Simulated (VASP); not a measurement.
A run of VASP 6.6.1:

Contents of INCAR:

```
SYSTEM = ZnSe
ALGO = Normal ; EDIFF = 1E-7
ENCUT = 520 ; GGA = PE
GGA_COMPAT = .False. ; ISIF = 2
ISMEAR = -1 ; LASPH = .True.
LCHARG = .False. ; LORBIT = 11
LORBMOM = .True. ; LREAL = .False.
LSORBIT = .True. ; LWAVE = .False.
MAGMOM = 0 0 0 0 0 0 ; NBANDS = 30
NELM = 150 ; PREC = Accurate
SIGMA = 0.05
```

Contents of KPOINTS:

```
k-points
0
Gamma
  6 6 6
  0 0 0
```

POSCAR

```
ZnSe
1.0
    0.0000000000      2.8338000000      2.8338000000
    2.8338000000      0.0000000000      2.8338000000
    2.8338000000      2.8338000000      0.0000000000
Se Zn
1 1
Direct
    0.7500000000      0.7500000000      0.7500000000
    0.0000000000      0.0000000000      0.0000000000
```

Potentials or basis: VASP PAW PBE potentials, release 64 (Se, Zn).

Command:

```bash
$ cat potpaw_PBE.64/Se/POTCAR potpaw_PBE.64/Zn/POTCAR > POTCAR
$ mpirun -np 1 vasp_ncl > vasp.out
```

Hardware: 1 thread of AMD EPYC 7R43 64-Core Processor (Zen 3), with other jobs on the host.

Problem. Estimate the wall time of this run.

Solution. It took 98 s on 1 thread of AMD EPYC 7R43 64-Core Processor (Zen 3), with other jobs on the host, peak memory 0.26 GiB. Counts: scf iterations 14, k points 22.
